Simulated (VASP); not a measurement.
# H20CO12 in VASP: further runs, part 3 of 3

VASP 6.6.1.

## 5. Single point, r2SCAN+D3(BJ)

File POSCAR:

```
H20CO12
1.0
    7.1530900000      0.0000000000      0.0000000000
    0.0000000000      7.1530900000      0.0000000000
    0.0000000000      0.0000000000      7.1530900000
O H C
12 20 1
Direct
    0.6554649809      0.8205964136      0.7393308346
    0.6349563615      0.4295765886      0.3664849736
    0.3213156832      0.6744358033      0.3414049033
    0.3598025469      0.6266103181      0.9347289074
    0.2615652816      0.9595153982      0.5796376112
    0.4574107134      0.3194703268      0.6964961995
    0.7654873628      1.0001132378      0.2040796355
    0.0495729817      0.2798231254      0.2456700531
    0.4800163286      0.2011578213      1.0410885366
    0.8573777207      0.0872350271      0.5727454848
    0.9469474032      0.6549197619      0.9747675480
    1.0124156134      0.5404098089      0.6843336237
    0.7472155390      0.9188476588      0.7210170709
    0.5477213344      0.8644655666      0.6732195457
    0.5516217467      0.5429401839      0.3731813804
    0.5635466631      0.3550493563      0.2651860944
    0.2906156640      0.7743926052      0.4303454871
    0.2402318439      0.5660770380      0.3727899411
    0.4794850897      0.6888491547      0.9111726541
    0.3370431520      0.6453434809      1.0613455164
    0.3198058461      1.0774224845      0.6000343907
    0.1360391104      0.9853084471      0.5931422644
    0.3934243802      0.4289474898      0.7435108464
    0.4989032712      0.3371410118      0.5690967121
    0.8699177558      1.0888720819      0.2014514007
    0.8174089799      0.8926631707      0.1449583327
   -0.0253037498      0.3928651813      0.2276219089
    0.1560724107      0.2843106965      0.1663476903
    0.5136661219      0.2277896685      0.9131018902
    0.5399344898      0.0746111121      1.0604647782
    0.9041127680      0.2132644773      0.5463093572
    0.8488079977      0.0329228347      0.4477225926
    0.9678334818      0.6080449149      0.8209738728
```

File INCAR.step1:

```
PREC = Accurate ; ENCUT = 520
ISMEAR = -1 ; SIGMA = 0.05
LREAL = Auto ; LASPH = True
NELM = 80 ; NBANDS = 70
GGA = PE ; ALGO = Normal
EDIFF = 1E-4 ; LWAVE = True
LCHARG = False
```

File INCAR.step2:

```
PREC = Accurate ; ENCUT = 520
EDIFF = 1E-6 ; ISMEAR = -1
SIGMA = 0.05 ; LREAL = Auto
LASPH = True ; NELM = 80
ALGO = Normal ; ISIF = 2
LWAVE = False ; LCHARG = False
METAGGA = R2SCAN ; LMIXTAU = True
IVDW = 12 ; VDW_S6 = 1.0
VDW_S8 = 0.78981345 ; VDW_A1 = 0.49484001
VDW_A2 = 5.73083694 ; NBANDS = 70
ISTART = 1
```

File KPOINTS:

```
Automatic mesh
0
Gamma
  1 1 1
```

Potentials or basis: VASP PAW PBE potentials, release 64 (O, H, C).

Run with:

```console
$ cat potpaw_PBE.64/O/POTCAR potpaw_PBE.64/H/POTCAR potpaw_PBE.64/C/POTCAR > POTCAR
$ cp INCAR.step1 INCAR
$ mpirun -np 1 vasp_gam > vasp.out
$ cp INCAR.step2 INCAR
$ mpirun -np 1 vasp_gam > vasp.out
```

OUTCAR:

```text
PREC = Accurate
   ENCUT = 520
   EDIFF = 1E-6
   ISMEAR = -1
   LREAL = Auto
   LASPH = True
   NELM = 80
   ISIF = 2
   METAGGA = R2SCAN
   IVDW = 12
   ISTART = 1
 IVDW          = 12

 ion  position               nearest neighbor table
   1  0.655  0.821  0.739-  14 0.96  13 0.97
   2  0.635  0.430  0.366-  15 1.01  16 1.03
   3  0.321  0.674  0.341-  17 0.98  18 0.99
   4  0.360  0.627  0.935-  20 0.93  19 0.98
   5  0.262  0.960  0.580-  22 0.92  21 0.95
   6  0.457  0.319  0.696-  24 0.97  23 0.97
   7  0.765  0.000  0.204-  26 0.95  25 0.98
   8  0.050  0.280  0.246-  28 0.95  27 0.98
   9  0.480  0.201  0.041-  29 0.97  30 1.01
  10  0.857  0.087  0.573-  32 0.98  31 0.98
  11  0.947  0.655  0.975-  33 1.16
  12  0.012  0.540  0.684-  33 1.14
  13  0.747  0.919  0.721-   1 0.97
  14  0.548  0.864  0.673-   1 0.96
  15  0.552  0.543  0.373-   2 1.01
  16  0.564  0.355  0.265-   2 1.03
[... 14 lines left out ...]
  31  0.904  0.213  0.546-  10 0.98
  32  0.849  0.033  0.448-  10 0.98
  33  0.968  0.608  0.821-  12 1.14  11 1.16

  LATTYP: Found a simple cubic cell.
 ALAT       =     7.1530900000

  Lattice vectors:

 A1 = (   7.1530900000,   0.0000000000,   0.0000000000)
 A2 = (   0.0000000000,   7.1530900000,   0.0000000000)
 A3 = (   0.0000000000,   0.0000000000,   7.1530900000)

Analysis of symmetry for initial positions (statically):
=====================================================================
 Subroutine PRICEL returns:
 Original cell was already a primitive cell.

 Routine SETGRP: Setting up the symmetry group for a
 simple cubic supercell.

 Subroutine GETGRP returns: Found  1 space group operations
 (whereof  1 operations were pure point group operations)
 out of a pool of 48 trial point group operations.

The static configuration has the point symmetry C_1 .

Analysis of symmetry for dynamics (positions and initial velocities):
=====================================================================
 Subroutine PRICEL returns:
 Original cell was already a primitive cell.

 Routine SETGRP: Setting up the symmetry group for a
 simple cubic supercell.

 Subroutine GETGRP returns: Found  1 space group operations
 (whereof  1 operations were pure point group operations)
 out of a pool of 48 trial point group operations.

The dynamic configuration has the point symmetry C_1 .

 Subroutine INISYM returns: Found  1 space group operations
 (whereof  1 operations are pure point group operations),
 and found     1 'primitive' translations

----------------------------------------------------------------------------------------

                                     Primitive cell

  volume of cell :     366.0000

  direct lattice vectors                    reciprocal lattice vectors
     7.153090000  0.000000000  0.000000000     0.139799723  0.000000000  0.000000000
     0.000000000  7.153090000  0.000000000     0.000000000  0.139799723  0.000000000
     0.000000000  0.000000000  7.153090000     0.000000000  0.000000000  0.139799723

  length of vectors
     7.153090000  7.153090000  7.153090000     0.139799723  0.139799723  0.139799723

  position of ions in fractional coordinates (direct lattice)
     0.655464981  0.820596414  0.739330835
     0.634956362  0.429576589  0.366484974
     0.321315683  0.674435803  0.341404903
     0.359802547  0.626610318  0.934728907
     0.261565282  0.959515398  0.579637611
     0.457410713  0.319470327  0.696496199
[... 25 lines left out ...]
     0.848807998  0.032922835  0.447722593
     0.967833482  0.608044915  0.820973873

  ion indices of the primitive-cell ions
   primitive index   ion index
                 1           1
                 2           2
                 3           3
                 4           4
                 5           5
                 6           6
[... 25 lines left out ...]
                32          32
                33          33

----------------------------------------------------------------------------------------

 KPOINTS: Automatic mesh

Automatic generation of k-mesh.
 Grid dimensions read from file:
 generate k-points for:    1    1    1

 Generating k-lattice:

  Cartesian coordinates                     Fractional coordinates (reciprocal lattice)
     0.139799723  0.000000000  0.000000000     1.000000000  0.000000000  0.000000000
     0.000000000  0.139799723  0.000000000     0.000000000  1.000000000  0.000000000
     0.000000000  0.000000000  0.139799723     0.000000000  0.000000000  1.000000000

  Length of vectors
     0.139799723  0.139799723  0.139799723

  Shift w.r.t. Gamma in fractional coordinates (k-lattice)
     0.000000000  0.000000000  0.000000000

 Subroutine IBZKPT returns following result:
 ===========================================

 Found      1 irreducible k-points:

 Following reciprocal coordinates:
            Coordinates               Weight
  0.000000  0.000000  0.000000      1.000000
   k-points           NKPTS =      1   k-points in BZ     NKDIM =      1   number of bands    NBANDS=     70
   number of dos      NEDOS =    301   number of ions     NIONS =     33
   total plane-waves  NPLWV = 157464
   dimension x,y,z NGX =    54 NGY =   54 NGZ =   54
   dimension x,y,z NGXF=   108 NGYF=  108 NGZF=  108
   ions per type =              12  20   1
   NGX,Y,Z   is equivalent  to a cutoff of  12.55, 12.55, 12.55 a.u.
   NGXF,Y,Z  is equivalent  to a cutoff of  25.10, 25.10, 25.10 a.u.
 SYSTEM =  unknown system
   PREC   = accura    normal or accurate (medium, high low for compatibility)
   ISTART =      1    job   : 0-new  1-cont  2-samecut
   ICHARG =      0    charge: 1-file 2-atom 10-const
   ISPIN  =      1    spin polarized calculation?
   LNONCOLLINEAR =      F non collinear calculations
   LSORBIT =      F    spin-orbit coupling
   LASPH  =      T    aspherical Exc in radial PAW
   ENCUT  =  520.0 eV  38.22 Ry    6.18 a.u.  13.30 13.30 13.30*2*pi/ulx,y,z
   NELM   =     80;   NELMIN=  2; NELMDL=  0     # of ELM steps
   EDIFF  = 0.1E-05   stopping-criterion for ELM
   LREAL  =      T    real-space projection
   EDIFFG = 0.1E-04   stopping-criterion for IOM
   NSW    =      0    number of steps for IOM
   IBRION =     -1    ionic relax: 0-MD 1-quasi-New 2-CG
   NFREE  =      0    steps in history (QN), initial steepest desc. (CG)
   ISIF   =      2    stress and relaxation
   ISYM   =      2    0-nonsym 1-usesym 2-fastsym
   POTIM  = 0.5000    time-step for ionic-motion
   TEBEG  =    0.0;   TEEND  =   0.0 temperature during run
   PSTRESS=    0.0 pullay stress
   NELECT =      96.0000    total number of electrons
   NUPDOWN=      -1.0000    fix difference up-down
   EMIN   =  10.00;   EMAX   =-10.00  energy-range for DOS
   EFERMI =   0.00;   METHOD = LEGACY
   ISMEAR =    -1;   SIGMA  =   0.05  broadening in eV -4-tet -1-fermi 0-gaus
   EFERMI_NEDOS =   21; number of points for ismear=-14 and -15
   IALGO  =     38    algorithm
   IMIX   =      4    mixing-type and parameters
     AMIX     =   0.40;   BMIX     =  1.00
     AMIX_MAG =   1.60;   BMIX_MAG =  1.00
  volume/ion in A,a.u.               =      11.09        74.85
  Fermi-wavevector in a.u.,A,eV,Ry     =   1.047944  1.980328 14.941746  1.098187
  Thomas-Fermi vector in A             =   2.182846
   LORBIT       =      0    0 simple, 1 ext, 2 COOP (PROOUT), +10 PAW based schemes
   METAGGA = R2SCAN    functional components
   LHFCALC =     F    Hartree Fock is set to
   AEXX    =    0.0000 exact exchange contribution
   IVDW    =    12    specifies the selected vdW correction
   LEPSILON=     F    determine dielectric tensor
   LRPA    =     F    only Hartree local field effects (RPA)
 non-spin polarized calculation
  energy-cutoff  :      520.00
  volume of cell :      366.00
 maximum number of plane-waves:      4898
 NGX is ok and might be reduce to    54
   NGX = 27   NGY = 27   NGZ = 27

 number of electron      96.0000024 magnetization

 Free energy of the ion-electron system (eV)
  ---------------------------------------------------
  ext. energy  EPLUGINS =         0.00000000
  ---------------------------------------------------
  free energy    TOTEN  =      -182.63395735 eV

  energy without entropy =     -182.63395735  energy(sigma->0) =     -182.63395735

 E-fermi :  -2.4906     XC(G=0):  -6.9705

 val. band max:       -3.7750639071   @ k =   0.0000   0.0000   0.0000
 cond. band min:       1.0332120628   @ k =   0.0000   0.0000   0.0000
 fundamental gap:      4.8082759700
 Fermi energy:        -2.4906292910

 k-point     1 :       0.0000    0.0000    0.0000
  band No.  band energies     occupation
      1     -27.9855      2.00000
      2     -26.7505      2.00000
      3     -24.4101      2.00000
      4     -24.3329      2.00000
      5     -24.0465      2.00000
      6     -23.7499      2.00000
[... 52 lines left out ...]
     59       6.1185      0.00000
     60       6.2266      0.00000
 [bands above 60 left out]

------------------------ aborting loop because EDIFF is reached ----------------------------------------

 Edisp (eV)   -0.55950

 E8    (eV) :    -0.0834

  FORCE on cell =-STRESS in cart. coord.  units (eV):
  Direction    XX          YY          ZZ          XY          YZ          ZX
  --------------------------------------------------------------------------------------
  -------------------------------------------------------------------------------------
  Total      -1.73467    -3.23318     6.24046    -1.19776     0.05710    -2.78110
  in kB      -7.59360   -14.15335    27.31785    -5.24322     0.24994   -12.17436
  external pressure =        1.86 kB  Pullay stress =        0.00 kB

 VOLUME and BASIS-vectors are now :
 -----------------------------------------------------------------------------
  energy-cutoff  :      520.00
  volume of cell :      366.00
      direct lattice vectors                 reciprocal lattice vectors
     7.153090000  0.000000000  0.000000000     0.139799723  0.000000000  0.000000000
     0.000000000  7.153090000  0.000000000     0.000000000  0.139799723  0.000000000
     0.000000000  0.000000000  7.153090000     0.000000000  0.000000000  0.139799723

 POSITION                                       TOTAL-FORCE (eV/Angst)
 -----------------------------------------------------------------------------------
      4.68860      5.86980      5.28850         0.186915     -0.425285      0.527783
      4.54190      3.07280      2.62150        -2.223598     -0.245169     -1.531367
      2.29840      4.82430      2.44210        -0.656765     -1.343526      0.079839
      2.57370      4.48220      6.68620         0.874643     -0.103794     -2.271355
      1.87100      6.86350      4.14620         2.198968     -1.229415     -0.390511
      3.27190      2.28520      4.98210        -0.450136     -0.791552      0.010353
[... 25 lines left out ...]
      6.07160      0.23550      3.20260        -0.468446     -0.105823      0.109225
      6.92300      4.34940      5.87250         0.346728      0.097342      2.528359
 -----------------------------------------------------------------------------------
    total drift:                               -0.008582     -0.006257     -0.002625

  FREE ENERGIE OF THE ION-ELECTRON SYSTEM (eV)
  ---------------------------------------------------
  free  energy   TOTEN  =      -183.1934549378 eV

  energy  without entropy=     -183.1934549378  energy(sigma->0) =     -183.19345494
```

It took 93 s on 1 thread of Intel Xeon 6975P-C (Granite Rapids), shared host; peak memory 0.43 GiB.

Results:

```
Free energy                : -183.1935 eV
Pressure                   : 0.2 GPa
Largest force              : 3.772 eV/Å
Band gap on the k mesh     : 4.81 eV
Dispersion energy per atom : -0.017 eV
```

Forces on the atoms (eV/Å):
```
O    0.187 -0.425  0.528
O   -2.224 -0.245 -1.531
O   -0.657 -1.344  0.080
O    0.875 -0.104 -2.271
O    2.199 -1.229 -0.391
O   -0.450 -0.792  0.010
O    0.430  0.309  0.435
O   -1.133  0.358  0.686
O    0.545 -1.906  1.001
O    0.906  0.519 -0.225
O   -0.805  0.917  1.113
O    0.438 -1.062 -3.593
H   -0.037  0.277 -0.124
H   -0.494  0.090 -0.276
H    0.861 -0.755 -0.059
H    1.388  0.820  1.048
H    0.060  0.156 -0.018
H    0.636  1.072 -0.109
H   -0.352 -0.155 -0.102
H   -0.452  0.354  2.256
H    0.688  1.009  0.261
H   -2.956  0.450  0.322
H   -0.002  0.256  0.058
H    0.601  0.571 -0.275
H   -0.188  0.308 -0.278
H    0.164 -0.864 -0.374
H    0.287 -0.418 -0.085
H    0.818  0.040 -0.714
H   -0.197  0.466 -0.533
H   -0.650  1.763  0.211
H   -0.364 -0.426  0.312
H   -0.468 -0.106  0.109
C    0.347  0.097  2.528
```

Stress tensor (GPa, compression positive):
```
-0.76 -0.52 -1.22
-0.52 -1.42  0.02
-1.22  0.02  2.73
```

Caveat: the k points lie up to 0.88 Å⁻¹ apart; the PAW data sets were made with another functional, which shifts forces and pressure a little.

## 6. Single point, r2SCAN+D3(BJ)

POSCAR is that of step 5.

File INCAR.step1:

```
PREC = Accurate ; ENCUT = 910
ISMEAR = -1 ; SIGMA = 0.05
LREAL = Auto ; LASPH = True
NELM = 120 ; NBANDS = 70
GGA = PE ; ALGO = Normal
EDIFF = 1E-5 ; LWAVE = True
LCHARG = False ; GGA_COMPAT = False
```

File INCAR.step2:

```
PREC = Accurate ; ENCUT = 910
EDIFF = 1E-6 ; ISMEAR = -1
SIGMA = 0.05 ; LREAL = Auto
LASPH = True ; NELM = 120
ALGO = Normal ; ISIF = 2
LWAVE = False ; LCHARG = False
METAGGA = R2SCAN ; LMIXTAU = True
IVDW = 12 ; VDW_S6 = 1.0
VDW_S8 = 0.78981345 ; VDW_A1 = 0.49484001
VDW_A2 = 5.73083694 ; NBANDS = 70
ISTART = 1 ; GGA_COMPAT = False
```

KPOINTS is that of step 5.

Potentials or basis: VASP PAW PBE potentials, release 64 (O_h, H_h, C_h).

Run with:

```console
$ cat potpaw_PBE.64/O_h/POTCAR potpaw_PBE.64/H_h/POTCAR potpaw_PBE.64/C_h/POTCAR > POTCAR
$ cp INCAR.step1 INCAR
$ mpirun -np 1 vasp_gam > vasp.out
$ cp INCAR.step2 INCAR
$ mpirun -np 1 vasp_gam > vasp.out
```

Run time: 4.5 min. Hardware: 1 thread of Intel Xeon Platinum 8488C (Sapphire Rapids), shared host; peak memory 0.77 GiB.

It converged, with:

* Free energy: -184.2656 eV
* Pressure: -0.4 GPa
* Largest force: 2.817 eV/Å
* Band gap on the k mesh: 4.85 eV
* Dispersion energy per atom: -0.017 eV

Forces on the atoms (eV/Å):
```
O    0.158 -0.353  0.461
O   -2.270 -0.215 -1.587
O   -0.713 -1.349  0.128
O    0.897 -0.053 -2.153
O    2.096 -1.116 -0.342
O   -0.455 -0.729 -0.011
O    0.503  0.258  0.377
O   -1.078  0.414  0.647
O    0.583 -1.949  0.933
O    0.912  0.597 -0.305
O   -0.696  0.673  0.286
O    0.151 -0.635 -2.740
H   -0.153  0.197 -0.114
H   -0.346  0.081 -0.211
H    0.911 -0.862 -0.079
H    1.416  0.902  1.129
H    0.048  0.038 -0.074
H    0.693  1.183 -0.109
H   -0.457 -0.202 -0.023
H   -0.377  0.351  2.069
H    0.573  0.901  0.241
H   -2.742  0.457  0.307
H    0.059  0.175 -0.040
H    0.530  0.595 -0.177
H   -0.258  0.187 -0.299
H    0.140 -0.704 -0.305
H    0.384 -0.501 -0.108
H    0.679  0.084 -0.646
H   -0.190  0.395 -0.399
H   -0.692  1.855  0.145
H   -0.400 -0.553  0.297
H   -0.432 -0.031  0.208
C    0.526 -0.089  2.493
```

Stress tensor (GPa, compression positive):
```
-1.11 -0.47 -0.99
-0.47 -1.91 -0.33
-0.99 -0.33  1.80
```

Levels at points of the mesh, in eV from the valence-band top:
```tsv
k point	band 45	band 46	band 47	band 48	band 49	band 50	band 51	band 52
(0.00, 0.00, 0.00)	-0.76	-0.57	-0.40	0.00	4.85	6.48	7.07	7.88
```

Caveat: the k points lie up to 0.88 Å⁻¹ apart; the cutoff is under 1.25 times the usual one of these potentials, so pressure, stress and relaxed cells hold a basis-set (Pulay) error; the PAW data sets were made with another functional, which shifts forces and pressure a little.
